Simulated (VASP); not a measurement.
Input of a VASP 6.6.1 run:

File INCAR:

```
SYSTEM = Li7S
  PREC = Accurate
  ENCUT = 600
  EDIFF = 1E-6
  ISMEAR = 0
  SIGMA = 0.1
  LREAL = .False.
  LASPH = .True.
  NELM = 80
  ALGO = Normal
  ISIF = 3
  LWAVE = .False.
  LCHARG = .False.
  GGA = PE
  IBRION = 2
  NSW = 90
  EDIFFG = -0.04
```

File KPOINTS:

```
Automatic mesh
0
Gamma
  4 4 4
  0 0 0
```

File POSCAR:

```
Li7S
1.0
    0.0000000000      3.6386184700      3.6386184700
    3.6386184700      0.0000000000      3.6386184700
    3.6386184700      3.6386184700      0.0000000000
Li S
7 1
Direct
    0.5000000000      0.5000000000      0.5000000000
    0.5000000000      0.0000000000      0.0000000000
    0.5000000000      0.0000000000      0.5000000000
    0.0000000000      0.5000000000      0.5000000000
    0.0000000000      0.5000000000      0.0000000000
    0.5000000000      0.5000000000      0.0000000000
    0.0000000000      0.0000000000      0.5000000000
    0.0000000000      0.0000000000      0.0000000000
```

Potentials or basis: VASP PAW PBE potentials, release 64 (Li_sv, S).

Launch:

```console
$ cat potpaw_PBE.64/Li_sv/POTCAR potpaw_PBE.64/S/POTCAR > POTCAR
$ mpirun -np 1 vasp_std > vasp.out
```

Predict the space group after relaxing (to 0.05 Å).

Fm-3m (No. 225).

Estimate the relaxed volume.

16.82 Å³/atom.

Predict the relaxed cell.

a = 5.752 Å, b = 5.752 Å, c = 5.752 Å, α = 60.00°, β = 60.00°, γ = 60.00°.

Final structure:
```
Li S
1.0
     0.00000    4.06710    4.06710
     4.06710    0.00000    4.06710
     4.06710    4.06710    0.00000
Li S
7 1
Direct
  0.50000 0.50000 0.50000
  0.50000 0.00000 0.00000
  0.50000 0.00000 0.50000
  0.00000 0.50000 0.50000
  0.00000 0.50000 0.00000
  0.50000 0.50000 0.00000
  0.00000 0.00000 0.50000
  0.00000 0.00000 0.00000
```

Caveat: the k points lie up to 0.33 Å⁻¹ apart in the final cell; the cutoff is under 1.25 times the usual one of these potentials, so pressure, stress and relaxed cells hold a basis-set (Pulay) error; the volume moved by over 15 % at a fixed basis, so the end points are rough.
